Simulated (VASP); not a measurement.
# ZnS (P6_3mc) in VASP: notebook, part 2 of 2

VASP 6.6.1.

### Step 4. Relaxation of cell and atoms, PBE, target pressure 1 GPa, at which the enthalpy is minimised

This run uses another cell than the first one, of 19.81 Å³/atom.

File INCAR:

```
SYSTEM = ZnS
  ALGO = Normal
  EDIFF = 1E-6
  EDIFFG = -0.05
  ENCUT = 600
  GGA = PE
  IBRION = 2
  ISIF = 3
  ISMEAR = 0
  LASPH = .True.
  LCHARG = .False.
  LREAL = .False.
  LWAVE = .False.
  NELM = 80
  NSW = 100
  PREC = Accurate
  PSTRESS = 10.0
  SIGMA = 0.01
```

File KPOINTS:

```
k-points
0
Gamma
  6 6 2
  0 0 0
```

File POSCAR:

```
ZnS
1.0
    3.8227000000      0.0000000000      0.0000000000
   -1.9113500000      3.3105553100      0.0000000000
    0.0000000000      0.0000000000     12.5200000000
Zn S
4 4
Direct
    0.0000000000      0.0000000000      0.0000000000
    0.0000000000      0.0000000000      0.5000000000
    0.3333333333      0.6666666667      0.2500000000
    0.6666666667      0.3333333333      0.7500000000
    0.0000000000      0.0000000000      0.1875000000
    0.0000000000      0.0000000000      0.6875000000
    0.3333333333      0.6666666667      0.4375000000
    0.6666666667      0.3333333333      0.9375000000
```

Potentials or basis: VASP PAW PBE potentials, release 64 (Zn, S).

Started as:

```bash
> cat potpaw_PBE.64/Zn/POTCAR potpaw_PBE.64/S/POTCAR > POTCAR
> mpirun -np 1 vasp_std > vasp.out
```

OUTCAR:

```text
SYSTEM = ZnS
   EDIFF = 1E-6
   EDIFFG = -0.05
   ENCUT = 600
   GGA = PE
   IBRION = 2
   ISIF = 3
   ISMEAR = 0
   LASPH = .True.
   LREAL = .False.
   NELM = 80
   NSW = 100
   PREC = Accurate
   PSTRESS = 10.0

 ion  position               nearest neighbor table
   1  0.000  0.000  0.000-   8 2.34   8 2.34   8 2.34   5 2.35
   2  0.000  0.000  0.500-   7 2.34   7 2.34   7 2.34   6 2.35
   3  0.333  0.667  0.250-   5 2.34   5 2.34   5 2.34   7 2.35
   4  0.667  0.333  0.750-   6 2.34   6 2.34   6 2.34   8 2.35
   5  0.000  0.000  0.188-   3 2.34   3 2.34   3 2.34   1 2.35
   6  0.000  0.000  0.688-   4 2.34   4 2.34   4 2.34   2 2.35
   7  0.333  0.667  0.438-   2 2.34   2 2.34   2 2.34   3 2.35
   8  0.667  0.333  0.938-   1 2.34   1 2.34   1 2.34   4 2.35

  LATTYP: Found a hexagonal cell.
 ALAT       =     3.8227000000
 C/A-ratio  =     3.2751719988

  Lattice vectors:

 A1 = (   3.8227000000,   0.0000000000,   0.0000000000)
 A2 = (  -1.9113500000,   3.3105553100,   0.0000000000)
 A3 = (   0.0000000000,   0.0000000000,  12.5200000000)

[... 240 lines left out ...]
 k-point     1 :       0.0000    0.0000    0.0000
  band No.  band energies     occupation
      1     -11.0661      2.00000
      2     -10.6579      2.00000
      3     -10.6460      2.00000
      4     -10.1594      2.00000
      5      -4.2948      2.00000
      6      -4.2885      2.00000
[... 633 lines left out ...]
     42       8.0998      0.00000
     43       8.8189      0.00000

------------------------ aborting loop because EDIFF is reached ----------------------------------------

  FORCE on cell =-STRESS in cart. coord.  units (eV):
  Direction    XX          YY          ZZ          XY          YZ          ZX
  --------------------------------------------------------------------------------------
  -------------------------------------------------------------------------------------
  Total        0.8627954      0.8627954      0.8857007      0.0000000     -0.0000000      0.0000000
  in kB        8.6483188      8.6483188      8.8779117      0.0000000     -0.0000000      0.0000000
  external PRESSURE =      -1.2751503 kB  Pullay stress =      10.0000000 kB

 VOLUME and BASIS-vectors are now :
 -----------------------------------------------------------------------------
  energy-cutoff  :      600.00
  volume of cell :      159.84
      direct lattice vectors                 reciprocal lattice vectors
     3.835246311  0.000000000  0.000000000     0.260739446  0.150537990  0.000000000
    -1.917623155  3.321420734  0.000000000     0.000000000  0.301075979  0.000000000
     0.000000000  0.000000000 12.547857465     0.000000000  0.000000000  0.079694880

 POSITION                                       TOTAL-FORCE (eV/Angst)
 -----------------------------------------------------------------------------------
      3.83525      0.00000      0.00115        -0.000000     -0.000000      0.000715
      0.00000      0.00000      6.27508         0.000000      0.000000      0.000715
     -0.00000      2.21428      3.13740         0.000000     -0.000000     -0.000890
      1.91762      1.10714      9.41133        -0.000000     -0.000000     -0.000890
      0.00000      0.00000      2.35058        -0.000000      0.000000     -0.010392
      0.00000      0.00000      8.62451         0.000000     -0.000000     -0.010392
     -0.00000      2.21428      5.49023        -0.000000     -0.000000      0.010567
      1.91762      1.10714     11.76416        -0.000000     -0.000000      0.010567
 -----------------------------------------------------------------------------------
    total drift:                               -0.000000     -0.000001     -0.001738

  FREE ENERGIE OF THE ION-ELECTRON SYSTEM (eV)
  ---------------------------------------------------
  free  energy   TOTEN  =       -27.3880484969 eV

  energy  without entropy=      -27.3880484969  energy(sigma->0) =      -27.38804850

  enthalpy is  TOTEN    =       -26.3904032274 eV   P V=        0.9976452695

 reached required accuracy - stopping structural energy minimisation
```

It took 1.7 min on 1 thread of Intel Xeon 6975P-C (Granite Rapids), shared host; peak memory 0.36 GiB.

Results:

| Item | Value |
| --- | --- |
| Free energy | -27.3880 eV |
| Relaxed volume | 19.98 Å³/atom |
| Relaxed cell | a = 3.835 Å, b = 3.835 Å, c = 12.548 Å, α = 90.00°, β = 90.00°, γ = 120.00° |
| Space group after relaxing (to 0.1 Å) | P6_3mc (No. 186) |
| Energy change on relaxing (the run minimises the enthalpy) | -1.3 meV/atom |
| Ionic steps | 2 |
| Pressure after relaxing | 0.9 GPa |
| Largest force after relaxing | 0.011 eV/Å |
| Band gap on the k mesh | 2.09 eV |

Forces in eV/Å, atoms in the order of the input:
```
Zn   0.000  0.000  0.001
Zn   0.000  0.000  0.001
Zn   0.000  0.000 -0.001
Zn   0.000  0.000 -0.001
S    0.000  0.000 -0.010
S    0.000  0.000 -0.010
S    0.000  0.000  0.011
S    0.000  0.000  0.011
```

Step by step:
| step | energy change (eV) | largest force (eV/Å) | pressure (GPa) | volume (Å³) |
| --- | --- | --- | --- | --- |
| 1 | 0.0000 | 0.0442 | 1.49 | 158.44 |
| 2 | -0.0103 | 0.0106 | 0.87 | 159.84 |

Final structure:
```yaml
crystal:
  lattice:
    - [3.83525, 0.00000, 0.00000]
    - [-1.91762, 3.32142, 0.00000]
    - [0.00000, 0.00000, 12.54786]
  atoms:
    - { symbol: Zn, position: [0.00000, 0.00000, 0.00009] }
    - { symbol: Zn, position: [0.00000, 0.00000, 0.50009] }
    - { symbol: Zn, position: [0.33333, 0.66667, 0.25003] }
    - { symbol: Zn, position: [0.66667, 0.33333, 0.75003] }
    - { symbol: S, position: [0.00000, 0.00000, 0.18733] }
    - { symbol: S, position: [0.00000, 0.00000, 0.68733] }
    - { symbol: S, position: [0.33333, 0.66667, 0.43754] }
    - { symbol: S, position: [0.66667, 0.33333, 0.93754] }
```

Levels at points of the mesh, in eV from the valence-band top:
```csv
k point,band 34,band 35,band 36,band 37,band 38,band 39
"(0.00, 0.00, 0.00)",-0.04,0.00,0.00,2.09,3.17,3.36
"(0.50, 0.00, 0.00)",-1.54,-1.08,-0.85,3.31,3.38,3.77
"(0.00, 0.00, 0.50)",-0.14,-0.14,-0.14,2.95,2.95,3.29
"(0.50, 0.00, 0.50)",-1.48,-1.08,-1.08,3.70,3.70,4.02
```

Caveat: the cell is relaxed towards a set pressure, so the run minimises the enthalpy, not the energy. Zero-point motion and thermal expansion aren't in these numbers.

### Step 5. Relaxation of cell and atoms, PBE, target pressure 1 GPa, at which the enthalpy is minimised

This run uses another cell than the first one, of 19.81 Å³/atom.

File INCAR:

```
  PREC = Accurate
  ENCUT = 600
  EDIFF = 1E-6
  ISMEAR = 0
  SIGMA = 0.01
  LREAL = False
  LASPH = True
  NELM = 80
  ALGO = Normal
  ISIF = 3
  LWAVE = False
  LCHARG = False
  GGA = PE
  IBRION = 2
  NSW = 100
  EDIFFG = -0.05
  PSTRESS = 10.0
```

File KPOINTS:

```
Automatic mesh
0
Gamma
  6 6 2
```

POSCAR is that of step 4.

Potentials or basis: VASP PAW PBE potentials, release 64 (Zn, S).

Started as:

```bash
> cat potpaw_PBE.64/Zn/POTCAR potpaw_PBE.64/S/POTCAR > POTCAR
> mpirun -np 1 vasp_std > vasp.out
```

OUTCAR:

```text
PREC = Accurate
   ENCUT = 600
   EDIFF = 1E-6
   ISMEAR = 0
   LREAL = False
   LASPH = True
   NELM = 80
   ISIF = 3
   GGA = PE
   IBRION = 2
   NSW = 100
   EDIFFG = -0.05
   PSTRESS = 10.0

 ion  position               nearest neighbor table
   1  0.000  0.000  0.000-   8 2.34   8 2.34   8 2.34   5 2.35
   2  0.000  0.000  0.500-   7 2.34   7 2.34   7 2.34   6 2.35
   3  0.333  0.667  0.250-   5 2.34   5 2.34   5 2.34   7 2.35
   4  0.667  0.333  0.750-   6 2.34   6 2.34   6 2.34   8 2.35
   5  0.000  0.000  0.188-   3 2.34   3 2.34   3 2.34   1 2.35
   6  0.000  0.000  0.688-   4 2.34   4 2.34   4 2.34   2 2.35
   7  0.333  0.667  0.438-   2 2.34   2 2.34   2 2.34   3 2.35
   8  0.667  0.333  0.938-   1 2.34   1 2.34   1 2.34   4 2.35

  LATTYP: Found a hexagonal cell.
 ALAT       =     3.8227000000
 C/A-ratio  =     3.2751719988

  Lattice vectors:

 A1 = (   3.8227000000,   0.0000000000,   0.0000000000)
 A2 = (  -1.9113500000,   3.3105553100,   0.0000000000)
 A3 = (   0.0000000000,   0.0000000000,  12.5200000000)

Analysis of symmetry for initial positions (statically):
=====================================================================
 Subroutine PRICEL returns:
 Original cell was already a primitive cell.

 Routine SETGRP: Setting up the symmetry group for a
 hexagonal supercell.

 Subroutine GETGRP returns: Found 12 space group operations
 (whereof  6 operations were pure point group operations)
 out of a pool of 24 trial point group operations.

The static configuration has the point symmetry C_3v.
 The point group associated with its full space group is C_6v.

[... 195 lines left out ...]
 -----------------------------------------------------------------------------------
    total drift:                               -0.000000     -0.000000     -0.000972

  FREE ENERGIE OF THE ION-ELECTRON SYSTEM (eV)
  ---------------------------------------------------
  free  energy   TOTEN  =       -27.3777475593 eV

  energy  without entropy=      -27.3777475593  energy(sigma->0) =      -27.37774756

  enthalpy is  TOTEN    =       -26.3888192458 eV   P V=        0.9889283135

--------------------------------------- Ionic step        2  -------------------------------------------

 number of electron      72.0000035 magnetization

 Free energy of the ion-electron system (eV)
  ---------------------------------------------------
  ext. energy  EPLUGINS =         0.00000000
  ---------------------------------------------------
  free energy    TOTEN  =       -27.38804850 eV

  energy without entropy =      -27.38804850  energy(sigma->0) =      -27.38804850

 E-fermi :   2.0559     XC(G=0):  -9.5665

 val. band max:        1.9981076190   @ k =   0.0000   0.0000   0.0000
 cond. band min:       4.0918431724   @ k =   0.0000   0.0000   0.0000
 fundamental gap:      2.0937355534
 Fermi energy:         2.0558685424

 k-point     1 :       0.0000    0.0000    0.0000
  band No.  band energies     occupation
      1     -11.0661      2.00000
      2     -10.6579      2.00000
      3     -10.6460      2.00000
      4     -10.1594      2.00000
      5      -4.2948      2.00000
      6      -4.2885      2.00000
[... 633 lines left out ...]
     42       8.0998      0.00000
     43       8.8189      0.00000

------------------------ aborting loop because EDIFF is reached ----------------------------------------

  FORCE on cell =-STRESS in cart. coord.  units (eV):
  Direction    XX          YY          ZZ          XY          YZ          ZX
  --------------------------------------------------------------------------------------
  -------------------------------------------------------------------------------------
  Total        0.8627954      0.8627954      0.8857007      0.0000000     -0.0000000      0.0000000
  in kB        8.6483188      8.6483188      8.8779117      0.0000000     -0.0000000      0.0000000
  external PRESSURE =      -1.2751503 kB  Pullay stress =      10.0000000 kB

 VOLUME and BASIS-vectors are now :
 -----------------------------------------------------------------------------
  energy-cutoff  :      600.00
  volume of cell :      159.84
      direct lattice vectors                 reciprocal lattice vectors
     3.835246311  0.000000000  0.000000000     0.260739446  0.150537990  0.000000000
    -1.917623155  3.321420734  0.000000000     0.000000000  0.301075979  0.000000000
     0.000000000  0.000000000 12.547857465     0.000000000  0.000000000  0.079694880

 POSITION                                       TOTAL-FORCE (eV/Angst)
 -----------------------------------------------------------------------------------
      3.83525      0.00000      0.00115        -0.000000     -0.000000      0.000715
      0.00000      0.00000      6.27508         0.000000      0.000000      0.000715
     -0.00000      2.21428      3.13740         0.000000     -0.000000     -0.000890
      1.91762      1.10714      9.41133        -0.000000     -0.000000     -0.000890
      0.00000      0.00000      2.35058        -0.000000      0.000000     -0.010392
      0.00000      0.00000      8.62451         0.000000     -0.000000     -0.010392
     -0.00000      2.21428      5.49023        -0.000000     -0.000000      0.010567
      1.91762      1.10714     11.76416        -0.000000     -0.000000      0.010567
 -----------------------------------------------------------------------------------
    total drift:                               -0.000000     -0.000001     -0.001738

  FREE ENERGIE OF THE ION-ELECTRON SYSTEM (eV)
  ---------------------------------------------------
  free  energy   TOTEN  =       -27.3880484969 eV

  energy  without entropy=      -27.3880484969  energy(sigma->0) =      -27.38804850

  enthalpy is  TOTEN    =       -26.3904032274 eV   P V=        0.9976452695

 reached required accuracy - stopping structural energy minimisation
```

Run time: 2 min. Hardware: 1 thread of Intel Xeon 6975P-C (Granite Rapids), shared host; peak memory 0.36 GiB.

Results:

- Free energy: -27.3880 eV
- Relaxed volume: 19.98 Å³/atom
- Relaxed cell: a = 3.835 Å, b = 3.835 Å, c = 12.548 Å, α = 90.00°, β = 90.00°, γ = 120.00°
- Space group after relaxing (to 0.1 Å): P6_3mc (No. 186)
- Energy change on relaxing (the run minimises the enthalpy): -1.3 meV/atom
- Ionic steps: 2
- Pressure after relaxing: 0.9 GPa
- Largest force after relaxing: 0.011 eV/Å
- Band gap on the k mesh: 2.09 eV

Forces in eV/Å, atoms in the order of the input:
```
Zn   0.000  0.000  0.001
Zn   0.000  0.000  0.001
Zn   0.000  0.000 -0.001
Zn   0.000  0.000 -0.001
S    0.000  0.000 -0.010
S    0.000  0.000 -0.010
S    0.000  0.000  0.011
S    0.000  0.000  0.011
```

Step by step:
```
step  energy change (eV)  largest force (eV/Å)  pressure (GPa)  volume (Å³)
   1              0.0000                0.0442            1.49       158.44
   2             -0.0103                0.0106            0.87       159.84
```

Final structure:
```
CELL_PARAMETERS angstrom
3.83525 0.00000 0.00000
-1.91762 3.32142 0.00000
0.00000 0.00000 12.54786
ATOMIC_POSITIONS crystal
Zn 0.00000 0.00000 0.00009
Zn 0.00000 0.00000 0.50009
Zn 0.33333 0.66667 0.25003
Zn 0.66667 0.33333 0.75003
S 0.00000 0.00000 0.18733
S 0.00000 0.00000 0.68733
S 0.33333 0.66667 0.43754
S 0.66667 0.33333 0.93754
```

Levels at points of the mesh, in eV from the valence-band top:
| k point | band 33 | band 34 | band 35 | band 36 | band 37 | band 38 | band 39 | band 40 |
| --- | --- | --- | --- | --- | --- | --- | --- | --- |
| (0.00, 0.00, 0.00) | -0.45 | -0.04 | 0.00 | 0.00 | 2.09 | 3.17 | 3.36 | 3.60 |
| (0.50, 0.00, 0.00) | -1.56 | -1.54 | -1.08 | -0.85 | 3.31 | 3.38 | 3.77 | 4.35 |
| (0.00, 0.00, 0.50) | -0.14 | -0.14 | -0.14 | -0.14 | 2.95 | 2.95 | 3.29 | 3.29 |
| (0.50, 0.00, 0.50) | -1.48 | -1.48 | -1.08 | -1.08 | 3.70 | 3.70 | 4.02 | 4.02 |

Caveat: the cell is relaxed towards a set pressure, so the run minimises the enthalpy, not the energy. PBE usually gives volumes a little too large and moduli too small.
